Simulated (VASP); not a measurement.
# KLaMgWO6 (F-43m) in VASP: a series of runs

The runs below take KLaMgWO6 through single point, relaxation of cell and atoms, with PBE, r2SCAN.

Everything below comes from runs of VASP 6.6.1. Logs are shortened: lines on timing, memory, paths and dates and some standing lists are left out, and cuts for length are marked.

**1. The cell of the first run**

Symmetry: F-43m, No. 216, cubic system. The conventional cell has a = 7.895 Å, b = 7.895 Å, c = 7.895 Å, α = 90.00°, β = 90.00°, γ = 90.00°. K (site symmetry -43m) has 12 O at 2.79 Å and 4 Mg at 3.42 Å and 4 W at 3.42 Å within 3.7 Å. La (site symmetry -43m) has 12 O at 2.79 Å and 4 Mg at 3.42 Å and 4 W at 3.42 Å within 3.7 Å. Mg (site symmetry -43m) has 6 O at 2.04 Å within 2.7 Å. W (site symmetry -43m) has 6 O at 1.91 Å within 2.5 Å. Within 2.5 Å of O (site symmetry 2mm) lie 1 W at 1.91 Å and 1 Mg at 2.04 Å.

**2. Single point, PBE**

INCAR reads:

```
SYSTEM = KLaMgWO6
ALGO = Normal
EDIFF = 1E-6
ENCUT = 520
GGA = PE
ISIF = 2
ISMEAR = -1
LASPH = .True.
LCHARG = .False.
LREAL = .False.
LWAVE = .False.
NBANDS = 47
NELM = 100
PREC = Accurate
SIGMA = 0.02
```

KPOINTS reads:

```
k-points
0
Gamma
  6 6 6
  0 0 0
```

POSCAR reads:

```
KLaMgWO6
1.0
    0.0000000000      3.9476506011      3.9476506011
    3.9476506011      0.0000000000      3.9476506011
    3.9476506011      3.9476506011      0.0000000000
K La Mg W O
1 1 1 1 6
Direct
    0.7500000000      0.7500000000      0.7500000000
    0.2500000000      0.2500000000      0.2500000000
    0.0000000000      0.0000000000      0.0000000000
    0.5000000000      0.5000000000      0.5000000000
    0.7420464921      0.2579535079      0.2579535079
    0.2579535079      0.7420464921      0.7420464921
    0.7420464921      0.7420464921      0.2579535079
    0.2579535079      0.2579535079      0.7420464921
    0.2579535079      0.7420464921      0.2579535079
    0.7420464921      0.2579535079      0.7420464921
```

Potentials or basis: VASP PAW PBE potentials, release 64 (K_sv, La, Mg, W_sv, O).

Run with:

```
> cat potpaw_PBE.64/K_sv/POTCAR potpaw_PBE.64/La/POTCAR potpaw_PBE.64/Mg/POTCAR potpaw_PBE.64/W_sv/POTCAR potpaw_PBE.64/O/POTCAR > POTCAR
> mpirun -np 1 vasp_std > vasp.out
```

OUTCAR:

```text
SYSTEM = KLaMgWO6
   EDIFF = 1E-6
   ENCUT = 520
   GGA = PE
   ISIF = 2
   ISMEAR = -1
   LASPH = .True.
   LREAL = .False.
   NELM = 100
   PREC = Accurate

 ion  position               nearest neighbor table
   1  0.750  0.750  0.750-   7 2.79   8 2.79   9 2.79   5 2.79   8 2.79  10 2.79   5 2.79   6 2.79
                             9 2.79   6 2.79   7 2.79  10 2.79   3 3.42   4 3.42   4 3.42   4 3.42
   2  0.250  0.250  0.250-   8 2.79   8 2.79   9 2.79   6 2.79   5 2.79  10 2.79   6 2.79   7 2.79
                             9 2.79   5 2.79   7 2.79  10 2.79   4 3.42   3 3.42   3 3.42   4 3.42
   3  0.000  0.000  0.000-   5 2.04   6 2.04   7 2.04   8 2.04   9 2.04  10 2.04   1 3.42   1 3.42
                             1 3.42   2 3.42   1 3.42   2 3.42   2 3.42   2 3.42
   4  0.500  0.500  0.500-   5 1.91   6 1.91   7 1.91   8 1.91   9 1.91  10 1.91   2 3.42   2 3.42
                             1 3.42   2 3.42   2 3.42   1 3.42   1 3.42   1 3.42
   5  0.742  0.258  0.258-   4 1.91   3 2.04   2 2.79   2 2.79   1 2.79   1 2.79
   6  0.258  0.742  0.742-   4 1.91   3 2.04   1 2.79   2 2.79   2 2.79   1 2.79
   7  0.742  0.742  0.258-   4 1.91   3 2.04   1 2.79   2 2.79   2 2.79   1 2.79
   8  0.258  0.258  0.742-   4 1.91   3 2.04   2 2.79   2 2.79   1 2.79   1 2.79
   9  0.258  0.742  0.258-   4 1.91   3 2.04   2 2.79   2 2.79   1 2.79   1 2.79
  10  0.742  0.258  0.742-   4 1.91   3 2.04   1 2.79   2 2.79   2 2.79   1 2.79

  LATTYP: Found a face centered cubic cell.
 ALAT       =     7.8953012022

  Lattice vectors:

 A1 = (   0.0000000000,   3.9476506011,   3.9476506011)
 A2 = (   3.9476506011,   0.0000000000,   3.9476506011)
 A3 = (   3.9476506011,   3.9476506011,   0.0000000000)

Analysis of symmetry for initial positions (statically):
=====================================================================
 Subroutine PRICEL returns:
 Original cell was already a primitive cell.

 Routine SETGRP: Setting up the symmetry group for a
 face centered cubic supercell.

 Subroutine GETGRP returns: Found 24 space group operations
 (whereof 24 operations were pure point group operations)
 out of a pool of 48 trial point group operations.

The static configuration has the point symmetry T_d .

Analysis of symmetry for dynamics (positions and initial velocities):
=====================================================================
 Subroutine PRICEL returns:
 Original cell was already a primitive cell.

 Routine SETGRP: Setting up the symmetry group for a
 face centered cubic supercell.

 Subroutine GETGRP returns: Found 24 space group operations
 (whereof 24 operations were pure point group operations)
 out of a pool of 48 trial point group operations.

[... 119 lines left out ...]
   NUPDOWN=      -1.0000    fix difference up-down
   EMIN   =  10.00;   EMAX   =-10.00  energy-range for DOS
   EFERMI =   0.00;   METHOD = LEGACY
   ISMEAR =    -1;   SIGMA  =   0.02  broadening in eV -4-tet -1-fermi 0-gaus
   EFERMI_NEDOS =   21; number of points for ismear=-14 and -15
   IALGO  =     38    algorithm
   IMIX   =      4    mixing-type and parameters
     AMIX     =   0.40;   BMIX     =  1.00
     AMIX_MAG =   1.60;   BMIX_MAG =  1.00
  volume/ion in A,a.u.               =      12.30        83.03
  Fermi-wavevector in a.u.,A,eV,Ry     =   1.369316  2.587632 25.511275  1.875026
  Thomas-Fermi vector in A             =   2.495202
   LORBIT       =      0    0 simple, 1 ext, 2 COOP (PROOUT), +10 PAW based schemes
   GGA     = PE    functional components
   LHFCALC =     F    Hartree Fock is set to
   AEXX    =    0.0000 exact exchange contribution
   IVDW    =     0    specifies the selected vdW correction
   LEPSILON=     F    determine dielectric tensor
   LRPA    =     F    only Hartree local field effects (RPA)
 non-spin polarized calculation
  energy-cutoff  :      520.00
  volume of cell :      123.04
 maximum number of plane-waves:      3347
 NGX is ok and might be reduce to    42
   NGX = 21   NGY = 21   NGZ = 21

 number of electron      71.9999989 magnetization

 Free energy of the ion-electron system (eV)
  ---------------------------------------------------
  ext. energy  EPLUGINS =         0.00000000
  ---------------------------------------------------
  free energy    TOTEN  =       -76.13393505 eV

  energy without entropy =      -76.13393505  energy(sigma->0) =      -76.13393505

 E-fermi :   5.0878     XC(G=0): -11.0406

 val. band max:        4.4916878589   @ k =   0.0000   0.0000   0.0000
 cond. band min:       7.1658564267   @ k =   0.5000   0.5000   0.0000
 fundamental gap:      2.6741685678
 Fermi energy:         5.0878173652

 k-point     1 :       0.0000    0.0000    0.0000
  band No.  band energies     occupation
      1     -69.9032      2.00000
      2     -34.1639      2.00000
      3     -34.1639      2.00000
      4     -34.1639      2.00000
      5     -26.8898      2.00000
      6     -22.6613      2.00000
[... 789 lines left out ...]
     46       8.7635      0.00000
     47      10.3839      0.00000

------------------------ aborting loop because EDIFF is reached ----------------------------------------

  FORCE on cell =-STRESS in cart. coord.  units (eV):
  Direction    XX          YY          ZZ          XY          YZ          ZX
  --------------------------------------------------------------------------------------
  -------------------------------------------------------------------------------------
  Total        4.0687125      4.0687125      4.0687125     -0.0000000      0.0000000     -0.0000000
  in kB       52.9811609     52.9811609     52.9811609     -0.0000000      0.0000000     -0.0000000
  external PRESSURE =      52.9811609 kB  Pullay stress =       0.0000000 kB

 VOLUME and BASIS-vectors are now :
 -----------------------------------------------------------------------------
  energy-cutoff  :      520.00
  volume of cell :      123.04
      direct lattice vectors                 reciprocal lattice vectors
     0.000000000  3.947650601  3.947650601    -0.126657612  0.126657612  0.126657612
     3.947650601  0.000000000  3.947650601     0.126657612 -0.126657612  0.126657612
     3.947650601  3.947650601  0.000000000     0.126657612  0.126657612 -0.126657612

 POSITION                                       TOTAL-FORCE (eV/Angst)
 -----------------------------------------------------------------------------------
      5.92148      5.92148      5.92148         0.000000      0.000000      0.000000
      1.97383      1.97383      1.97383         0.000000      0.000000      0.000000
      0.00000      0.00000      0.00000         0.000000      0.000000      0.000000
      3.94765      3.94765      3.94765         0.000000      0.000000      0.000000
      2.03662      3.94765      3.94765        -0.481780      0.000000      0.000000
      5.85868      3.94765      3.94765         0.481780      0.000000      0.000000
      3.94765      3.94765      5.85868         0.000000      0.000000      0.481780
      3.94765      3.94765      2.03662         0.000000      0.000000     -0.481780
      3.94765      2.03662      3.94765         0.000000     -0.481780      0.000000
      3.94765      5.85868      3.94765         0.000000      0.481780      0.000000
 -----------------------------------------------------------------------------------
    total drift:                                0.000000      0.000000      0.000000

  FREE ENERGIE OF THE ION-ELECTRON SYSTEM (eV)
  ---------------------------------------------------
  free  energy   TOTEN  =       -76.1339350510 eV

  energy  without entropy=      -76.1339350510  energy(sigma->0) =      -76.13393505
```

OSZICAR:

```text
N       E                     dE             d eps       ncg     rms          rms(c)
DAV:   1     0.814773276652E+03    0.81477E+03   -0.35907E+04  1901   0.211E+03
DAV:   2     0.542381274860E+02   -0.76054E+03   -0.68365E+03  1659   0.506E+02
DAV:   3    -0.821042740013E+02   -0.13634E+03   -0.12841E+03  2148   0.185E+02
DAV:   4    -0.905411065859E+02   -0.84368E+01   -0.83750E+01  2172   0.474E+01
DAV:   5    -0.909699919939E+02   -0.42889E+00   -0.42868E+00  2778   0.874E+00    0.506E+01
DAV:   6    -0.763469328349E+02    0.14623E+02   -0.90871E+01  1988   0.456E+01    0.137E+01
DAV:   7    -0.762243550822E+02    0.12258E+00   -0.96533E+00  2231   0.171E+01    0.124E+01
DAV:   8    -0.761410633737E+02    0.83292E-01   -0.10892E+00  2097   0.644E+00    0.173E+00
DAV:   9    -0.761332716126E+02    0.77918E-02   -0.15246E-01  2555   0.207E+00    0.822E-01
DAV:  10    -0.761338845395E+02   -0.61293E-03   -0.27956E-02  2320   0.899E-01    0.502E-01
DAV:  11    -0.761338789220E+02    0.56175E-05   -0.35781E-03  2150   0.392E-01    0.738E-02
DAV:  12    -0.761339426116E+02   -0.63690E-04   -0.61222E-04  2432   0.128E-01    0.529E-02
DAV:  13    -0.761339350894E+02    0.75222E-05   -0.98874E-05  2162   0.541E-02    0.648E-03
DAV:  14    -0.761339350510E+02    0.38337E-07   -0.64459E-06  2344   0.127E-02
   1 F= -.76133935E+02 E0= -.76133935E+02  d E =-.505466E-14
```

stdout:

```text
POSCAR found type information on POSCAR K LaMgW O
 POSCAR found :  5 types and      10 ions
 scaLAPACK will be used
 LDA part: xc-table for (Slater+PW92), standard interpolation
 POSCAR, INCAR and KPOINTS ok, starting setup
 FFT: planning ... GRIDC
 FFT: planning ... GRID_SOFT
 FFT: planning ... GRID
 WAVECAR not read
 entering main loop
```

Run time: 1.7 min. Hardware: 1 thread of Oxide Virtual Turin-like, shared host; peak memory 0.29 GiB.

What came out:

| Property | Result |
| --- | --- |
| Free energy | -76.1339 eV |
| Pressure | 5.3 GPa |
| Largest force | 0.482 eV/Å |
| Band gap on the k mesh | 2.67 eV (least direct gap 2.72 eV) |

Forces in eV/Å, atoms in the order of the input:
```
K    0.000  0.000  0.000
La   0.000  0.000  0.000
Mg   0.000  0.000  0.000
W    0.000  0.000  0.000
O   -0.482  0.000  0.000
O    0.482  0.000  0.000
O    0.000  0.000  0.482
O    0.000  0.000 -0.482
O    0.000 -0.482  0.000
O    0.000  0.482  0.000
```

Levels at points of the mesh, in eV from the valence-band top:
| k point | band 33 | band 34 | band 35 | band 36 | band 37 | band 38 | band 39 | band 40 |
| --- | --- | --- | --- | --- | --- | --- | --- | --- |
| (0.00, 0.00, 0.00) | -0.51 | 0.00 | 0.00 | 0.00 | 2.92 | 2.92 | 2.92 | 3.48 |
| (0.50, 0.00, 0.00) | -0.83 | -0.60 | -0.60 | -0.34 | 3.13 | 3.22 | 3.22 | 3.46 |
| (0.50, 0.50, 0.00) | -1.38 | -0.79 | -0.79 | -0.05 | 2.67 | 3.40 | 3.41 | 3.41 |

Caveat: the cell stands under pressure; spin-orbit coupling is left out, which moves the levels of the heavy elements. A k mesh can miss the band edges.

[end of part 1 of 2]
